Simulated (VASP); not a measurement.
A run of VASP 6.6.1 is set up as follows.

File INCAR:

```
PREC     = Accurate       # precision mode
ENCUT    = 750            # plane-wave cutoff, eV
EDIFF    = 1E-6           # SCF threshold, eV
ISMEAR   = -1             # smearing method
SIGMA    = 0.05           # smearing width, eV
LREAL    = False          # projectors in reciprocal space
LASPH    = True           # aspherical terms in the spheres
NELM     = 120            # most SCF steps
ALGO     = Normal         # electronic algorithm
ISIF     = 2              # what is computed and relaxed
LWAVE    = False          # write WAVECAR
LCHARG   = False          # write CHGCAR
GGA      = PS             # functional
NBANDS   = 51             # bands
GGA_COMPAT= False
```

The input KPOINTS:

```
regular mesh
0
Gamma
  4 4 2
```

The input POSCAR:

```
Mg3PN
1.0
    4.1527473226     -0.0000029347      0.0000037301
   -0.0000029377      4.1527432204      0.0000070374
    0.0000075870      0.0000144224      8.3054333730
P N Mg
2 2 6
Direct
    0.0032934373     -0.0019528423      0.0007051463
    0.0032935979     -0.0019516096      0.5007048452
    0.5032982967      0.4980504317      0.2507054535
    0.5032964062      0.4980524640      0.7507055842
    0.5032990060      0.4980571060      0.0007059055
    0.5032997146     -0.0019485709      0.2507068586
    0.0032994275      0.4980453182      0.2507066205
    0.5032975802      0.4980548893      0.5007059426
    0.5033016814     -0.0019450231      0.7507069884
    0.0032973713      0.4980630586      0.7507060105
```

Potentials or basis: VASP PAW PBE potentials, release 64 (P, N, Mg_sv).

The run is started by

```sh
$ cat potpaw_PBE.64/P/POTCAR potpaw_PBE.64/N/POTCAR potpaw_PBE.64/Mg_sv/POTCAR > POTCAR
$ mpirun -np 1 vasp_std > vasp.out
```

(1) Predict the pressure.

(2) What does it give for the band gap on the k mesh?

Results:

(1) -0.4 GPa.

(2) 1.70 eV.

Caveat: the PAW data sets were made with another functional, which shifts forces and pressure a little.
